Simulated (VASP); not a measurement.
A run of VASP 6.6.1:

The input INCAR:

```
SYSTEM = WS2
PREC = Accurate ; ENCUT = 600
EDIFF = 1E-7 ; ISMEAR = 0
SIGMA = 0.01 ; LREAL = .FALSE.
LASPH = .TRUE. ; NELM = 60
ALGO = Normal ; ISIF = 3
LWAVE = .FALSE. ; LCHARG = .FALSE.
GGA = PE ; IBRION = 2
NSW = 80 ; EDIFFG = -0.001
```

KPOINTS

```
Automatic mesh
0
G
  12 12 2
  0 0 0
```

POSCAR

```
WS2
1.0
    3.1877212961      0.0000000000      0.0000000000
   -1.5938606480      2.7606476226      0.0000000000
    0.0000000000      0.0000000000     14.8563299668
W S
2 4
Direct
    0.3333333333      0.6666666667      0.2500000000
    0.6666666667      0.3333333333      0.7500000000
    0.3333333333      0.6666666667      0.6442469363
    0.6666666667      0.3333333333      0.1442469363
    0.3333333333      0.6666666667      0.8557530637
    0.6666666667      0.3333333333      0.3557530637
```

Potentials or basis: VASP PAW PBE potentials, release 64 (W_sv, S).

The run is started by

```bash
$ cat potpaw_PBE.64/W_sv/POTCAR potpaw_PBE.64/S/POTCAR > POTCAR
$ mpirun -np 1 vasp_std > vasp.out
```

Hardware: 1 thread of Intel(R) Xeon(R) 6975P-C (Granite Rapids) (shared host).

How long does it take, and how much memory?

It took 21 min on 1 thread of Intel(R) Xeon(R) 6975P-C (Granite Rapids), on a shared host, peak memory 0.4 GiB. Counts: scf iterations 164, k points 38, ion steps 27.
